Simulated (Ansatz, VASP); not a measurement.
## One calculation of SiO2, two programs

Contents of INCAR:

```
ALGO = Normal ; EDIFF = 1E-6
EDIFFG = -0.02 ; ENCUT = 520
GGA = PE ; IBRION = 2
ISIF = 2 ; ISMEAR = -1
LASPH = T ; LCHARG = F
LREAL = F ; LWAVE = F
NELM = 60 ; NSW = 80
PREC = Accurate ; SIGMA = 0.02
```

The input KPOINTS:

```
k-points
0
Gamma
  4 4 3
```

POSCAR

```
SiO2
1.0
    4.9890000000      0.0000000000      0.0000000000
    0.0000000000      4.9890000000      0.0000000000
    0.0000000000      0.0000000000      6.9910000000
Si O
4 8
Direct
    0.2976700000      0.2976700000      0.0000000000
    0.2023300000      0.7976700000      0.2500000000
    0.7023300000      0.7023300000      0.5000000000
    0.7976700000      0.2023300000      0.7500000000
    0.2410200000      0.0999400000      0.1760200000
    0.4000600000      0.7410200000      0.4260200000
    0.7589800000      0.9000600000      0.6760200000
    0.5999400000      0.2589800000      0.9260200000
    0.7410200000      0.4000600000      0.5739800000
    0.9000600000      0.7589800000      0.3239800000
    0.2589800000      0.5999400000      0.0739800000
    0.0999400000      0.2410200000      0.8239800000
```

Input for Ansatz:

```yaml
crystal:
  lattice:
    - [4.989, 0.0, 0.0]
    - [0.0, 4.989, 0.0]
    - [0.0, 0.0, 6.991]
  atoms:
    - { symbol: Si, position: [0.29767, 0.29767, 0.0] }
    - { symbol: Si, position: [0.20233, 0.79767, 0.25] }
    - { symbol: Si, position: [0.70233, 0.70233, 0.5] }
    - { symbol: Si, position: [0.79767, 0.20233, 0.75] }
    - { symbol: O, position: [0.24102, 0.09994, 0.17602] }
    - { symbol: O, position: [0.40006, 0.74102, 0.42602] }
    - { symbol: O, position: [0.75898, 0.90006, 0.67602] }
    - { symbol: O, position: [0.59994, 0.25898, 0.92602] }
    - { symbol: O, position: [0.74102, 0.40006, 0.57398] }
    - { symbol: O, position: [0.90006, 0.75898, 0.32398] }
    - { symbol: O, position: [0.25898, 0.59994, 0.07398] }
    - { symbol: O, position: [0.09994, 0.24102, 0.82398] }
kpoints:
  mp_grid: { grid: [4, 4, 3] }
scf:
  occupations: { method: fermi_dirac, width: 0.02 }
hamiltonian:
  xc: pbe
  pseudopotentials: { kind: paw, frozen_core: stored }
output:
  forces: true
  stress: true
  populations: true
  efg: { quadrupole_moments_barn: { O: -0.02558 } }
  write_density: true
  write_potential: true
  elf: true
  volumetric_format: npy
relax:
  f_tol: 0.02
  max_steps: 60
```

Alike in both runs: task relaxation of the atoms; functional PBE; k mesh 4 × 4 × 3; occupations fermi-dirac, width 0.02 eV; no spin polarisation.

|  | VASP | Ansatz |
| --- | --- | --- |
| version | VASP 6.6.1 | Ansatz 0.2.0 |
| potentials or method | VASP PAW PBE potentials, release 64 (Si, O) | plane-wave PAW, scalar-relativistic |
| plane-wave cutoff (eV) | 520 | 420 |
| valence electrons in the cell | 64 | 64 |

|  | VASP | Ansatz | Ansatz less VASP |
| --- | --- | --- | --- |
| gap on the k mesh at the Fermi level, each at its own relaxed structure (eV) | 5.60 | 5.60 | -0.001 |

Ansatz's warnings: stress scf threshold loose.
